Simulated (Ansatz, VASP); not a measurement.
**One calculation of HC4, two programs**

```xyz
10
Lattice="4.9313 0.0000 0.0000 -2.4657 4.2706 0.0000 0.0000 0.0000 18.0000" Properties=species:S:1:pos:R:3 pbc="T T T"
C     1.2328    0.7118    4.0000
C     0.0000    2.8471    4.0000
C     3.6985    0.7118    4.0000
C     2.4657    2.8471    4.0000
C     0.0000    1.4235    4.0000
C    -1.2328    3.5589    4.0000
C     2.4657    1.4235    4.0000
C     1.2328    3.5589    4.0000
H     0.3083    0.7118    4.4500
H     2.1573    0.7118    4.4500
```

Alike in both runs: task single point; functional PBE; dispersion D3(BJ); k mesh 6 × 6 × 1; occupations gaussian, width 0.1 eV; no spin polarisation.

|  | VASP | Ansatz |
| --- | --- | --- |
| version | VASP 6.6.1 | Ansatz 0.2.0 |
| potentials or method | VASP PAW PBE potentials, release 64 (C, H), cutoff 520 eV | scalar-relativistic, plane waves, PAW |
| valence electrons in the cell | 34 | 34 |

VASP gave:

```
gap on the k mesh at the Fermi level (eV)  : none
rms of the force components (eV/Å)         : 6.142
work function, face that differs most (eV) : 3.31
```

Problem. Which values does Ansatz return?

Solution. gap on the k mesh at the Fermi level (eV): none; rms of the force components (eV/Å): 6.092; work function, face that differs most (eV): 3.31.

Atom by atom the forces differ by 0.055 eV/Å (rms over components). A gap of «none» marks a metal or a gap that the smearing closes.
